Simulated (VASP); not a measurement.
Set up this calculation in VASP 6.6.1, as the native input.

| Property | Result |
| --- | --- |
| Task | single point |
| Functional | r2SCAN |
| Potentials or basis | VASP PAW PBE potentials, release 64 (S, K_sv) |
| Cutoff | 550 eV |
| k mesh | 6 × 6 × 6 |
| Occupations | gaussian, width 0.01 eV |
| Spin | no spin polarisation |
| Dipole correction | no |
| Further INCAR settings | ALGO = Normal; EDIFF = 1e-06; NBANDS = 19 |

The system is K2S.

```xyz
3
Lattice="0.0000 3.7028 3.7028 3.7028 0.0000 3.7028 3.7028 3.7028 0.0000" Properties=species:S:1:pos:R:3 pbc="T T T"
S     0.0000    0.0000    0.0000
K     1.8514    1.8514    1.8514
K     5.5541    5.5541    5.5541
```

One way to write it, as run:

POSCAR

```
K2S
1.0
    0.0000000000      3.7027568457      3.7027568457
    3.7027568457      0.0000000000      3.7027568457
    3.7027568457      3.7027568457      0.0000000000
S K
1 2
Direct
    0.0000000000      0.0000000000      0.0000000000
    0.2500000000      0.2500000000      0.2500000000
    0.7500000000      0.7500000000      0.7500000000
```

INCAR.step1

```
ALGO     = Normal         # electronic algorithm
EDIFF    = 1E-5           # SCF threshold, eV
ENCUT    = 550            # plane-wave cutoff, eV
GGA      = PE             # functional
GGA_COMPAT= False        
ISMEAR   = 0              # smearing method
LASPH    = True           # aspherical terms in the spheres
LCHARG   = False          # write CHGCAR
LREAL    = False          # projectors in reciprocal space
LWAVE    = True           # write WAVECAR
NBANDS   = 19             # bands
NELM     = 120            # most SCF steps
PREC     = Accurate       # precision mode
SIGMA    = 0.01           # smearing width, eV
```

INCAR.step2

```
ALGO     = Normal         # electronic algorithm
EDIFF    = 1E-6           # SCF threshold, eV
ENCUT    = 550            # plane-wave cutoff, eV
GGA_COMPAT= False        
ISIF     = 2              # what is computed and relaxed
ISMEAR   = 0              # smearing method
ISTART   = 1            
LASPH    = True           # aspherical terms in the spheres
LCHARG   = False          # write CHGCAR
LMIXTAU  = True         
LREAL    = False          # projectors in reciprocal space
LWAVE    = False          # write WAVECAR
METAGGA  = R2SCAN         # meta-GGA
NBANDS   = 19             # bands
NELM     = 120            # most SCF steps
PREC     = Accurate       # precision mode
SIGMA    = 0.01           # smearing width, eV
```

KPOINTS

```
k-points
0
Gamma
  6 6 6
```

Potentials or basis: VASP PAW PBE potentials, release 64 (S, K_sv).

Launch:

```console
$ cat potpaw_PBE.64/S/POTCAR potpaw_PBE.64/K_sv/POTCAR > POTCAR
$ cp INCAR.step1 INCAR
$ mpirun -np 1 vasp_std > vasp.out
$ cp INCAR.step2 INCAR
$ mpirun -np 1 vasp_std > vasp.out
```

It gave:

```
Pressure               : 0.0 GPa
Band gap on the k mesh : 2.76 eV, indirect (least direct gap 2.95 eV)
```

Caveat: the PAW data sets were made with another functional, which shifts forces and pressure a little.

It took 94 s on 1 thread of AMD EPYC 9R45 96-Core Processor (Zen 5), with other jobs on the host, peak memory 0.22 GiB.
